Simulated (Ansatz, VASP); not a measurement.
# Two plane-wave programs on K

```xyz
1
Lattice="-2.5916 2.5916 2.5916 2.5916 -2.5916 2.5916 2.5916 2.5916 -2.5916" Properties=species:S:1:pos:R:3 pbc="T T T"
K     0.0000    0.0000    0.0000
```

Change from the starting cell: volume scaled by 0.97, PAW files.

Alike in both runs: task electric field gradients; functional PBE; k mesh 10 × 10 × 10; occupations fermi-dirac, width 0.08 eV; no spin polarisation.

|  | VASP | Ansatz |
| --- | --- | --- |
| version | VASP 6.6.1 | Ansatz 0.2.0 |
| potentials or method | VASP PAW PBE potentials, release 64 (K_sv) | PAW with Ansatz's default frozen-core files, scalar-relativistic |
| plane-wave cutoff (eV) | 520 | 420 |
| valence electrons in the cell | 9 | 9 |

|  | VASP | Ansatz | Ansatz less VASP |
| --- | --- | --- | --- |
| pressure (GPa) | 0.2 | 0.2 | +0.01 |

The functional is the same, so the differences come from potentials, cutoffs and numerics.
